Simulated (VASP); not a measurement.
Si: single point with PBE

The system is Si.

```xyz
2
Lattice="0.0000 2.6949 2.6949 2.6949 0.0000 2.6949 2.6949 2.6949 0.0000" Properties=species:S:1:pos:R:3 pbc="T T T"
Si    0.0000    0.0000    0.0000
Si    1.3474    1.3474    1.3474
```

This cell differs from its parent crystal: strain -1.0%.

* Program: VASP 6.6.1
* Task: single point
* Functional: PBE
* Potentials or basis: VASP PAW PBE potentials, release 64 (Si)
* Cutoff: 520 eV
* k mesh: 4 × 4 × 4
* Occupations: gaussian, width 0.01 eV
* Spin: no spin polarisation

```
Pressure               : 5.0 GPa
Band gap on the k mesh : 0.65 eV, indirect (least direct gap 2.56 eV)
```

Levels at points of the mesh, in eV from the valence-band top:
| k point | band 1 | band 2 | band 3 | band 4 | band 5 | band 6 | band 7 | band 8 |
| --- | --- | --- | --- | --- | --- | --- | --- | --- |
| (0.00, 0.00, 0.00) | -12.12 | 0.00 | 0.00 | 0.00 | 2.56 | 2.56 | 2.56 | 3.64 |
| (0.50, 0.00, 0.00) | -9.73 | -7.09 | -1.22 | -1.22 | 1.61 | 3.31 | 3.31 | 7.74 |
| (0.50, 0.50, 0.00) | -7.89 | -7.89 | -2.92 | -2.92 | 0.65 | 0.65 | 10.30 | 10.30 |

Wall time 2.6 s on 1 thread of Intel Xeon 6975P-C, with other jobs on the host, peak memory 0.14 GiB.

Caveat: the k points lie up to 0.50 Å⁻¹ apart; the cell differs from its parent crystal (strain -1.0%). A k mesh can miss the band edges.
